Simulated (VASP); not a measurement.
Set up this calculation in VASP 6.6.1, as the native input.

* Task: single point
* Functional: PBE
* Dispersion: D3(BJ)
* Potentials or basis: VASP PAW PBE potentials, release 64 (H_h, O_h, C_h)
* Cutoff: 1000 eV
* k mesh: 1 × 1 × 1
* Occupations: fermi-dirac, width 0.02 eV
* Spin: no spin polarisation
* Dipole correction: no
* Further INCAR settings: LREAL = Auto; ALGO = Normal; EDIFF = 1e-06; NBANDS = 66

The structure of H4CO lies in POSCAR:

```
H4CO
1.0
    7.5874210000      0.0000000000      0.0000000000
    0.0000000000      7.5874210000      0.0000000000
    0.0000000000      0.0000000000      7.5874210000
H O C
24 6 6
Direct
    0.5811329041      0.2794625473      0.0677173443
    0.6454894226      0.3112915443      0.1315071353
    0.0444815175      0.6348402178      0.6276572764
   -0.0039011938      0.5515576373      0.6216341495
    0.2845630946      0.1847531592      0.3973418636
    0.2384472932      0.1011542657      0.3973023245
    0.7580441365      0.6661815655      0.4075956771
    0.8553499272      0.6657466351      0.4268907709
    0.4223437714      0.8593170196      0.4836821365
    0.5132046844      0.8288323529      0.4887563244
    0.3671207911      0.7576882843      0.7202974502
    0.2860260423      0.7439154885      0.7740047639
    0.6453971646      0.7972405907      1.0151802569
    0.7344788170      0.8703088968      1.2132844612
    0.9271134421      0.0188733431      0.6661552061
    0.9053010239      0.1368976362      0.4523407888
    0.0134564828      0.4242284697      0.9335056009
   -0.0650155040      0.2098209655      1.0232594185
    0.0885940032      0.6360000322      0.2409382582
    0.1466506208      0.7704726020      0.0558424266
    0.4118000042      0.4560574667      0.6721387939
    0.5729219454      0.3061909969      0.5371126764
    0.3498026536      0.0266889105      0.9261249639
    0.1030389641      0.0477500853      0.9117722610
    0.8854392026      0.8873897995      0.9917730939
    0.6775820137      0.0518621545      0.5834525328
   -0.0415951613      0.4115100506      1.1909843938
    0.3462045931      0.6233475116      0.1661961291
    0.6754996197      0.4384889147      0.7482384331
    0.2528658947      0.2488724430      0.8296758543
    0.7518496733      0.8591193239      1.0693225010
    0.8338670017      0.0664652719      0.5620355059
   -0.0394864078      0.3507647724      1.0481031697
    0.1945720423      0.6713611911      0.1475336613
    0.5492775477      0.4027982631      0.6506822279
    0.2329908937      0.1015760164      0.8983948564
```

These files were run (other wordings do the same):

INCAR

```
PREC = Accurate
ENCUT = 1000
EDIFF = 1E-6
ISMEAR = -1
SIGMA = 0.02
LREAL = Auto
LASPH = True
NELM = 120
ALGO = Normal
ISIF = 2
LWAVE = False
LCHARG = False
GGA = PE
IVDW = 12
NBANDS = 66
GGA_COMPAT = False
```

KPOINTS

```
Automatic mesh
0
Gamma
  1 1 1
```

Potentials or basis: VASP PAW PBE potentials, release 64 (H_h, O_h, C_h).

Run with:

```bash
$ cat potpaw_PBE.64/H_h/POTCAR potpaw_PBE.64/O_h/POTCAR potpaw_PBE.64/C_h/POTCAR > POTCAR
$ mpirun -np 1 vasp_gam > vasp.out
```

It gave:

- Pressure: 2.2 GPa
- Largest force: 3.696 eV/Å
- Band gap on the k mesh: 2.54 eV
- Dispersion energy per atom: -0.036 eV

Caveat: the k points lie up to 0.83 Å⁻¹ apart.

It took 73 s on 1 thread of AMD EPYC 9R45 96-Core Processor (Zen 5) (shared host), peak memory 0.86 GiB.
